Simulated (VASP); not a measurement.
Runs of VASP 6.6.1 on ScAlN2. The structure is that of space group R-3m (No. 166), or close to it. The cells are those of the table. 

```csv
cell,gap on the mesh (eV),pressure (GPa),largest force (eV/Å)
"a = 5.387 Å, angles 33.8°, 4 atoms",0.85,-14.4,(b)
"a = 5.304 Å, angles 33.8°, 4 atoms",0.79,(c),0.07
"a = 5.130 Å, angles 33.8°, 4 atoms",0.62,18.0,0.13
"a = 5.039 Å, angles 33.8°, 4 atoms",(a),(d),0.27
"a = 5.219 Å, angles 33.8°, 4 atoms",0.72,4.4,0.02
```

Alike in all rows: task single point; level PBE; potentials or basis VASP PAW PBE potentials, release 64 (Sc_sv, Al, N); no spin polarisation; k mesh 4 × 4 × 4; cutoff (eV) 520; smearing gaussian 0.01 eV.

Estimate the missing entries.

(a) 0.50; (b) 0.14; (c) -6.1; (d) 35.5.

Caveats: all runs use coarse meshes.

A k mesh can miss the band edges.
